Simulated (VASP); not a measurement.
CdTe:

```
Cd Te
1.0
     0.00000    3.34555    3.34555
     3.34555    0.00000    3.34555
     3.34555    3.34555    0.00000
Cd Te
1 1
Direct
  0.00000 0.00000 0.00000
  0.25000 0.25000 0.25000
```

This cell differs from its parent crystal: strain +2.0%.

Base run:

```yaml
Program: VASP 6.6.1
Functional: PBE
Potentials_or_basis: VASP PAW PBE potentials, release 64 (Cd, Te)
Cutoff: 520 eV
k_mesh: 4 × 4 × 4
Occupations: gaussian, width 0.01 eV
Spin: no spin polarisation
```

Its results: band gap on the k mesh 0.47 eV, direct; pressure -0.8 GPa.

Problem. The run is repeated on the same cell with these changes: functional from PBE to r2SCAN; k mesh from 4 × 4 × 4 to 6 × 6 × 6. What comes out?

Solution. Band gap on the k mesh 0.96 eV, direct; pressure -2.0 GPa.

Several settings changed at once, so the effect can't be laid on one alone.

Caveats: spin-orbit coupling is left out, which moves the levels of the heavy elements; the PAW data sets were made with another functional, which shifts forces and pressure a little (some runs).

